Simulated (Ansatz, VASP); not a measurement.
**Cu: VASP beside Ansatz**

```
CELL_PARAMETERS angstrom
4.61380 0.00000 0.00000
0.00000 4.61380 0.00000
0.00000 0.00000 4.61380
ATOMIC_POSITIONS crystal
Cu 0.50000 0.50000 0.50000
Cu 0.00000 0.00000 0.00000
Cu 0.25000 0.00000 0.50000
Cu 0.50000 0.25000 0.00000
Cu 0.50000 0.75000 0.00000
Cu 0.75000 0.00000 0.50000
Cu 0.00000 0.50000 0.75000
Cu 0.00000 0.50000 0.25000
```

Alike in both runs: functional PBE; k mesh 8 × 8 × 8; occupations gaussian, width 0.1 eV; no spin polarisation.

Ansatz relaxed the structure, and its values are those at the end. VASP's run is a single point on that final structure, the one shown.

|  | VASP | Ansatz |
| --- | --- | --- |
| version | VASP 6.6.1 | Ansatz 0.2.0 |
| potentials or method | VASP PAW PBE potentials, release 64 (Cu), cutoff 520 eV | scalar-relativistic, plane waves, PAW |
| valence electrons in the cell | 88 | 152 |

```tsv
	VASP	Ansatz	Ansatz less VASP
gap on the k mesh at the Fermi level (eV)	none	none	-
pressure (GPa)	0.4	0.0	-0.40
```

A gap of «none» marks a metal or a gap that the smearing closes. With one functional, cell and mesh, what is left measures potentials, basis and numerics. VASP's potentials hold 88 valence electrons a cell and Ansatz's 152, so a difference there can come from the potentials and not from the codes.
